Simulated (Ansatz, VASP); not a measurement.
# ZrB2: VASP beside Ansatz

```
Zr B
1.0
     3.17105    0.00000    0.00000
    -1.58553    2.74621    0.00000
     0.00000    0.00000    3.54296
Zr B
1 2
Direct
  0.00000 0.00000 0.00000
  0.33333 0.66667 0.50000
  0.66667 0.33333 0.50000
```

Alike in both runs: functional PBE; k mesh 11 × 11 × 9; occupations fermi-dirac, width 0.1 eV; no spin polarisation.

Ansatz relaxed the structure, and its values are those at the end. VASP's run is a single point on that final structure, the one shown.

|  | VASP | Ansatz |
| --- | --- | --- |
| version | VASP 6.6.1 | Ansatz 0.2.0 |
| potentials or method | VASP PAW PBE potentials, release 64 (Zr_sv, B), cutoff 520 eV | PAW plane waves |
| valence electrons in the cell | 18 | 18 |

|  | VASP | Ansatz | Ansatz less VASP |
| --- | --- | --- | --- |
| gap on the k mesh at the Fermi level (eV) | none | none | - |
| pressure (GPa) | 0.1 | 0.0 | -0.12 |

A gap of «none» marks a metal or a gap that the smearing closes.
